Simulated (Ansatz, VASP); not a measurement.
**FeO in VASP and in Ansatz**

Contents of INCAR:

```
PREC = Accurate ; ENCUT = 520
EDIFF = 1E-6 ; ISMEAR = -1
SIGMA = 0.03 ; LREAL = False
LASPH = True ; NELM = 150
ALGO = Normal ; ISIF = 2
LWAVE = False ; LCHARG = True
ISPIN = 2 ; MAGMOM = 3 0
LORBIT = 11 ; LMAXMIX = 4
GGA = PE ; LELF = True
LVHAR = True ; NBANDS = 18
```

Contents of KPOINTS:

```
Automatic mesh
0
Gamma
  15 15 15
```

POSCAR

```
FeO
1.0
    0.0000000000      2.1907407075      2.1907407075
    2.1907407075      0.0000000000      2.1907407075
    2.1907407075      2.1907407075      0.0000000000
Fe O
1 1
Direct
    0.0000000000      0.0000000000      0.0000000000
    0.5000000000      0.5000000000      0.5000000000
```

Input for Ansatz:

```yaml
crystal:
  lattice:
    - [0.0, 2.1907407075, 2.1907407075]
    - [2.1907407075, 0.0, 2.1907407075]
    - [2.1907407075, 2.1907407075, 0.0]
  atoms:
    - { symbol: Fe, position: [0.0, 0.0, 0.0], spin: 3.0 }
    - { symbol: O, position: [0.5, 0.5, 0.5] }
magnetization:
  spin_polarized: true
kpoints:
  mp_grid: { grid: [15, 15, 15] }
scf:
  occupations: { method: fermi_dirac, width: 0.03 }
hamiltonian:
  xc: pbe
  pseudopotentials: { kind: all_electron, lapw: { basis_error: 0.001 } }
output:
  forces: true
  stress: true
  eigenvalues: true
```

Change from the starting cell: volume scaled by 1.05.

Alike in both runs: task single point; functional PBE; k mesh 15 × 15 × 15; occupations fermi-dirac, width 0.03 eV; collinear spin.

|  | VASP | Ansatz |
| --- | --- | --- |
| version | VASP 6.6.1 | Ansatz 0.2.0 |
| potentials or method | VASP PAW PBE potentials, release 64 (Fe, O), cutoff 520 eV | all-electron LAPW, scalar-relativistic |

|  | VASP | Ansatz | Ansatz less VASP |
| --- | --- | --- | --- |
| pressure (GPa) | -8.4 | -8.4 | -0.02 |
| net moment per atom (μB) | 2.00 | 2.00 | 0.000 |
| size of the moment on the site where the two differ most (μB) | 0.29 | 0.31 | +0.019 |

Site moments also hang on the region over which each program counts them. Ansatz ran all-electron here, and VASP with PAW potentials.
